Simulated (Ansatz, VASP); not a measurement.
## SiC2: VASP beside Ansatz

INCAR

```
SYSTEM = SiC2
  ALGO = Normal
  EDIFF = 1E-6
  ENCUT = 520
  GGA = PE
  ISIF = 2
  ISMEAR = 0
  ISPIN = 2
  LASPH = .True.
  LCHARG = .True.
  LELF = .True.
  LORBIT = 11
  LREAL = .False.
  LVHAR = .True.
  LWAVE = .False.
  MAGMOM = 0 0 1 1 1 1
  NBANDS = 25
  NELM = 150
  PREC = Accurate
  SIGMA = 0.1
```

KPOINTS

```
k-points
0
Gamma
  6 6 2
  0 0 0
```

File POSCAR:

```
SiC2
1.0
    2.8443649287      0.0000000000      0.0000000000
   -1.4221824644      2.4632922859      0.0000000000
    0.0000000000      0.0000000000      7.6301800970
Si C
2 4
Direct
    0.3333333333      0.6666666667      0.3493168699
    0.6666666667      0.3333333333      0.6506831301
    0.3333333333      0.6666666667      0.7661553050
    0.3333333333      0.6666666667      0.9619863810
    0.6666666667      0.3333333333      0.0380136190
    0.6666666667      0.3333333333      0.2338446950
```

Input for Ansatz:

```yaml
crystal:
  lattice:
    - [2.8443649287, 0.0, 0.0]
    - [-1.4221824644, 2.4632922859, 0.0]
    - [0.0, 0.0, 7.630180097]
  atoms:
    - { symbol: Si, position: [0.3333333333, 0.6666666667, 0.3493168699] }
    - { symbol: Si, position: [0.6666666667, 0.3333333333, 0.6506831301] }
    - { symbol: C, position: [0.3333333333, 0.6666666667, 0.766155305], spin: 1.0 }
    - { symbol: C, position: [0.3333333333, 0.6666666667, 0.961986381], spin: 1.0 }
    - { symbol: C, position: [0.6666666667, 0.3333333333, 0.038013619], spin: 1.0 }
    - { symbol: C, position: [0.6666666667, 0.3333333333, 0.233844695], spin: 1.0 }
basis:
  ecutwfc: 420
kpoints:
  mp_grid: { grid: [6, 6, 2] }
hamiltonian:
  xc: pbe
scf:
  occupations: { method: gaussian, width: 0.1 }
  lower_state_search: "off"
output:
  forces: true
  stress: true
  eigenvalues: true
  populations: true
magnetization:
  spin_polarized: true
```

Alike in both runs: task single point; functional PBE; k mesh 6 × 6 × 2; occupations gaussian, width 0.1 eV; collinear spin.

```csv
,VASP,Ansatz
version,VASP 6.6.1,Ansatz 0.2.0
potentials or method,"VASP PAW PBE potentials, release 64 (Si, C), cutoff 520 eV","scalar-relativistic, plane waves, PAW"
valence electrons in the cell,24,24
```

Ansatz gave:

* gap on the k mesh at the Fermi level (eV): none
* pressure (GPa): 0.1
* traceless stress, the component that is largest in VASP (GPa): -0.04
* rms of the force components (eV/Å): 0.004
* net moment per atom (μB): 0.00

Q: Which values does VASP return?

A: gap on the k mesh at the Fermi level (eV): none; pressure (GPa): 0.2; traceless stress, the component that is largest in VASP (GPa): -0.05; rms of the force components (eV/Å): 0.023; net moment per atom (μB): 0.01.

Atom by atom the forces differ by 0.019 eV/Å (rms over components). A gap of «none» marks a metal or a gap that the smearing closes. With one functional, cell and mesh, what is left measures potentials, basis and numerics. Ansatz's warnings: seeded moment not kept.

The k mesh is coarse, so the values compare programs but aren't converged.
